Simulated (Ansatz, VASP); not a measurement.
# Two plane-wave programs on Ru

```
Ru
1.0
     2.70580    0.00000    0.00000
    -1.35290    2.34329    0.00000
     0.00000    0.00000    4.28190
Ru
2
Direct
  0.34620 0.85870 0.25000
  0.66667 0.33333 0.75000
```

Alike in both runs: task single point; functional PBE; k mesh 24 × 24 × 12; occupations gaussian, width 0.15 eV; no spin polarisation.

|  | VASP | Ansatz |
| --- | --- | --- |
| version | VASP 6.6.1 | Ansatz 0.2.0 |
| potentials or method | VASP PAW PBE potentials, release 64 (Ru_pv), cutoff 520 eV | scalar-relativistic, plane waves, PAW |
| valence electrons in the cell | 28 | 32 |

|  | VASP | Ansatz | Ansatz less VASP |
| --- | --- | --- | --- |
| gap on the k mesh at the Fermi level (eV) | none | none | - |
| pressure (GPa) | 15.6 | 15.6 | -0.05 |
| traceless stress, the component that is largest in VASP (GPa) | -14.54 | -14.39 | +0.148 |
| rms of the force components (eV/Å) | 1.475 | 1.471 | -0.0048 |

Atom by atom the forces differ by 0.010 eV/Å (rms over components). A gap of «none» marks a metal or a gap that the smearing closes. VASP's potentials hold 28 valence electrons a cell and Ansatz's 32, so a difference there can come from the potentials and not from the codes.
